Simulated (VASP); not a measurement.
In, 1 atom in the cell. Symmetry: I4/mmm, No. 139, tetragonal system. Conventional cell: a = 3.151 Å, b = 3.151 Å, c = 4.948 Å, α = 90.00°, β = 90.00°, γ = 90.00°. In (site symmetry 4/mmm) has 12 In at 3.15 to 3.33 Å within 4.1 Å. 

* Program: VASP 6.6.1
* Task: single point
* Functional: LDA
* Potentials or basis: VASP PAW LDA potentials, release 64 (In_d)
* Cutoff: 520 eV
* k mesh: 22 × 22 × 22
* Occupations: gaussian, width 0.15 eV
* Spin: no spin polarisation
* Dipole correction: no
* Further INCAR settings: ALGO = Fast; EDIFF = 1e-07; NBANDS = 12

Potentials or basis: VASP PAW LDA potentials, release 64 (In_d).

Launch:

```bash
$ cat potpaw_LDA.64/In_d/POTCAR > POTCAR
$ mpirun -np 1 vasp_std > vasp.out
```

Hardware: 1 thread of Intel(R) Xeon(R) Platinum 8559C (Emerald Rapids), on a shared host.

Task: How long does it take, and how much memory?

Result: It took 3.5 min on 1 thread of Intel(R) Xeon(R) Platinum 8559C (Emerald Rapids), with other jobs on the host, peak memory 0.33 GiB. Counts: scf iterations 15, k points 834.
